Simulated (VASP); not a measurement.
# MoSe3 (P4/mmm) in VASP: notebook, part 2 of 2

VASP 6.6.1.

### Step 3. Single point, PBE, collinear spin

This run uses another cell than the first one, of 25.17 Å³/atom.

Contents of INCAR:

```
SYSTEM = MoSe3
PREC = Accurate ; ENCUT = 520
EDIFF = 1E-7 ; ISMEAR = 0
SIGMA = 0.1 ; LREAL = .False.
LASPH = .True. ; NELM = 150
ALGO = Normal ; ISIF = 2
LWAVE = .False. ; LCHARG = .False.
ISPIN = 2 ; MAGMOM = 2.65 0 0 0
LORBIT = 11 ; LMAXMIX = 4
GGA = PE ; NBANDS = 28
```

Contents of KPOINTS:

```
Automatic mesh
0
Gamma
  6 6 4
  0 0 0
```

Contents of POSCAR:

```
MoSe3
1.0
    3.7213574466      0.0000000000      0.0000000000
    0.0000000000      3.7213574466      0.0000000000
    0.0000000000      0.0000000000      7.2700214301
Mo Se
1 3
Direct
    0.0000000000      0.0000000000      0.0000000000
    0.0000000000      0.5000000000      0.5000000000
    0.5000000000      0.0000000000      0.5000000000
    0.5000000000      0.5000000000      0.0000000000
```

Potentials or basis: VASP PAW PBE potentials, release 64 (Mo_sv, Se).

The run is started by

```sh
$ cat potpaw_PBE.64/Mo_sv/POTCAR potpaw_PBE.64/Se/POTCAR > POTCAR
$ mpirun -np 1 vasp_std > vasp.out
```

OUTCAR:

```text
SYSTEM = MoSe3
   PREC = Accurate
   ENCUT = 520
   EDIFF = 1E-7
   ISMEAR = 0
   LREAL = .False.
   LASPH = .True.
   NELM = 150
   ISIF = 2
   ISPIN = 2
   LORBIT = 11
   GGA = PE

 ion  position               nearest neighbor table
   1  0.000  0.000  0.000-   4 2.63   4 2.63   4 2.63   4 2.63
   2  0.000  0.500  0.500-   3 2.63   3 2.63   3 2.63   3 2.63
   3  0.500  0.000  0.500-   2 2.63   2 2.63   2 2.63   2 2.63
   4  0.500  0.500  0.000-   1 2.63   1 2.63   1 2.63   1 2.63

  LATTYP: Found a simple tetragonal cell.
 ALAT       =     3.7213574466
 C/A-ratio  =     1.9535939598

  Lattice vectors:

 A1 = (   3.7213574466,   0.0000000000,   0.0000000000)
 A2 = (   0.0000000000,   3.7213574466,   0.0000000000)
 A3 = (   0.0000000000,   0.0000000000,   7.2700214301)

Analysis of symmetry for initial positions (statically):
=====================================================================
 Subroutine PRICEL returns:
 Original cell was already a primitive cell.

 Routine SETGRP: Setting up the symmetry group for a
 simple tetragonal supercell.

 Subroutine GETGRP returns: Found 16 space group operations
 (whereof 16 operations were pure point group operations)
 out of a pool of 16 trial point group operations.

The static configuration has the point symmetry D_4h.

Analysis of symmetry for dynamics (positions and initial velocities):
=====================================================================
 Subroutine PRICEL returns:
 Original cell was already a primitive cell.

 Routine SETGRP: Setting up the symmetry group for a
 simple tetragonal supercell.

 Subroutine GETGRP returns: Found 16 space group operations
 (whereof 16 operations were pure point group operations)
 out of a pool of 16 trial point group operations.

The dynamic configuration has the point symmetry D_4h.

Analysis of structural, dynamic, and magnetic symmetry:
=====================================================================
 Subroutine PRICEL returns:
 Original cell was already a primitive cell.

 Routine SETGRP: Setting up the symmetry group for a
 simple tetragonal supercell.

 Subroutine GETGRP returns: Found 16 space group operations
 (whereof 16 operations were pure point group operations)
 out of a pool of 16 trial point group operations.

The overall configuration has the point symmetry D_4h.

 Subroutine INISYM returns: Found 16 space group operations
 (whereof 16 operations are pure point group operations),
 and found     1 'primitive' translations

----------------------------------------------------------------------------------------

                                     Primitive cell

  volume of cell :     100.6789

  direct lattice vectors                    reciprocal lattice vectors
     3.721357447  0.000000000  0.000000000     0.268719147  0.000000000  0.000000000
     0.000000000  3.721357447  0.000000000     0.000000000  0.268719147  0.000000000
     0.000000000  0.000000000  7.270021430     0.000000000  0.000000000  0.137551176

  length of vectors
     3.721357447  3.721357447  7.270021430     0.268719147  0.268719147  0.137551176

  position of ions in fractional coordinates (direct lattice)
     0.000000000  0.000000000  0.000000000
     0.000000000  0.500000000  0.500000000
     0.500000000  0.000000000  0.500000000
     0.500000000  0.500000000  0.000000000

  ion indices of the primitive-cell ions
[... 73 lines left out ...]
   LSORBIT =      F    spin-orbit coupling
   LASPH  =      T    aspherical Exc in radial PAW
   ENCUT  =  520.0 eV  38.22 Ry    6.18 a.u.   6.92  6.92 13.52*2*pi/ulx,y,z
   NELM   =    150;   NELMIN=  2; NELMDL= -5     # of ELM steps
   EDIFF  = 0.1E-06   stopping-criterion for ELM
   LREAL  =      F    real-space projection
   EDIFFG = 0.1E-05   stopping-criterion for IOM
   NSW    =      0    number of steps for IOM
   IBRION =     -1    ionic relax: 0-MD 1-quasi-New 2-CG
   NFREE  =      0    steps in history (QN), initial steepest desc. (CG)
   ISIF   =      2    stress and relaxation
   ISYM   =      2    0-nonsym 1-usesym 2-fastsym
   POTIM  = 0.5000    time-step for ionic-motion
   TEBEG  =    0.0;   TEEND  =   0.0 temperature during run
   PSTRESS=    0.0 pullay stress
   NELECT =      32.0000    total number of electrons
   NUPDOWN=      -1.0000    fix difference up-down
   EMIN   =  10.00;   EMAX   =-10.00  energy-range for DOS
   EFERMI =   0.00;   METHOD = LEGACY
   ISMEAR =     0;   SIGMA  =   0.10  broadening in eV -4-tet -1-fermi 0-gaus
   EFERMI_NEDOS =   21; number of points for ismear=-14 and -15
   IALGO  =     38    algorithm
   IMIX   =      4    mixing-type and parameters
     AMIX     =   0.40;   BMIX     =  1.00
     AMIX_MAG =   1.60;   BMIX_MAG =  1.00
  volume/ion in A,a.u.               =      25.17       169.85
  Fermi-wavevector in a.u.,A,eV,Ry     =   1.117237  2.111272 16.983046  1.248219
  Thomas-Fermi vector in A             =   2.253858
   LORBIT       =     11    0 simple, 1 ext, 2 COOP (PROOUT), +10 PAW based schemes
   GGA     = PE    functional components
   LHFCALC =     F    Hartree Fock is set to
   AEXX    =    0.0000 exact exchange contribution
   IVDW    =     0    specifies the selected vdW correction
   LEPSILON=     F    determine dielectric tensor
   LRPA    =     F    only Hartree local field effects (RPA)
 spin polarized calculation
 Gauss-broadening in eV      SIGMA  =   0.10
  energy-cutoff  :      520.00
  volume of cell :      100.68
 maximum number of plane-waves:      2752
 NGX is ok and might be reduce to    28
   NGX = 13   NGY = 13   NGZ = 27

 number of electron      32.0000000 magnetization       3.3281359

 Free energy of the ion-electron system (eV)
  ---------------------------------------------------
  ext. energy  EPLUGINS =         0.00000000
  ---------------------------------------------------
  free energy    TOTEN  =       -19.21341126 eV

  energy without entropy =      -19.20240714  energy(sigma->0) =      -19.20790920

 E-fermi :   4.3563     XC(G=0):  -9.5359

 val. band max:        4.2949459901   @ k =   0.5000   0.0000   0.5000
 cond. band min:       4.3681807349   @ k =   0.1667   0.1667   0.0000
 fundamental gap:      0.0732347448
 Fermi energy:         4.3563031586

 spin component 1

 k-point     1 :       0.0000    0.0000    0.0000
  band No.  band energies     occupation
      1     -57.6221      1.00000
      2     -31.8507      1.00000
      3     -31.7842      1.00000
      4     -31.7842      1.00000
      5     -11.3476      1.00000
      6      -9.6548      1.00000
[... 733 lines left out ...]
     27      12.9567      0.00000
     28      14.9325      0.00000

 [... further k-points ...]

 spin component 2

 k-point     1 :       0.0000    0.0000    0.0000
  band No.  band energies     occupation
      1     -55.7707      1.00000
      2     -29.8786      1.00000
      3     -29.8786      1.00000
      4     -29.5034      1.00000
      5     -11.3427      1.00000
      6      -9.6131      1.00000
[... 733 lines left out ...]
     27      13.4187      0.00000
     28      15.1447      0.00000

 [... further k-points ...]
[... 5 lines left out ...]
  --------------------------------------------------------------------------------------
  -------------------------------------------------------------------------------------
  Total        0.1919996      0.1919996      0.0314452      0.0000000     -0.0000000      0.0000000
  in kB        3.0554309      3.0554309      0.5004101      0.0000000     -0.0000000      0.0000000
  external PRESSURE =       2.2037573 kB  Pullay stress =       0.0000000 kB

 VOLUME and BASIS-vectors are now :
 -----------------------------------------------------------------------------
  energy-cutoff  :      520.00
  volume of cell :      100.68
      direct lattice vectors                 reciprocal lattice vectors
     3.721357447  0.000000000  0.000000000     0.268719147  0.000000000  0.000000000
     0.000000000  3.721357447  0.000000000     0.000000000  0.268719147  0.000000000
     0.000000000  0.000000000  7.270021430     0.000000000  0.000000000  0.137551176

 POSITION                                       TOTAL-FORCE (eV/Angst)
 -----------------------------------------------------------------------------------
      0.00000      0.00000      0.00000         0.000000      0.000000      0.000000
      0.00000      1.86068      3.63501         0.000000      0.000000      0.000000
      1.86068      0.00000      3.63501         0.000000      0.000000      0.000000
      1.86068      1.86068      0.00000         0.000000      0.000000      0.000000
 -----------------------------------------------------------------------------------
    total drift:                               -0.000000      0.000000     -0.000000

  FREE ENERGIE OF THE ION-ELECTRON SYSTEM (eV)
  ---------------------------------------------------
  free  energy   TOTEN  =       -19.2134112552 eV

  energy  without entropy=      -19.2024071402  energy(sigma->0) =      -19.20790920

 total charge

# of ion       s       p       d       tot
------------------------------------------
    1        2.210   6.056   3.864  12.131
    2        1.527   2.132   0.057   3.715
    3        1.527   2.132   0.057   3.715
    4        1.437   2.385   0.046   3.868
--------------------------------------------------
tot          6.702  12.705   4.023  23.430

 magnetization (x)

# of ion       s       p       d       tot
------------------------------------------
    1        0.073   0.020   2.755   2.849
    2        0.001   0.005   0.000   0.007
    3        0.001   0.005   0.000   0.007
    4       -0.003  -0.074   0.019  -0.058
--------------------------------------------------
tot          0.073  -0.043   2.774   2.805
```

It took 4.6 min on 1 thread of Intel Xeon 8259CL, shared host; peak memory 0.3 GiB.

What came out:

| Quantity | Value |
| --- | --- |
| Free energy | -19.2134 eV |
| Pressure | 0.2 GPa |
| Net moment | 3.33 μB per cell |
| Site moments | Mo +2.85; Se +0.01, -0.06 (each value once) μB |
| Valence electrons inside the program's atomic spheres | Mo 12.13; Se 3.71, 3.87 (each value once) |

Stress tensor (GPa, compression positive):
```
0.31 0.00 0.00
0.00 0.31 0.00
0.00 0.00 0.05
```
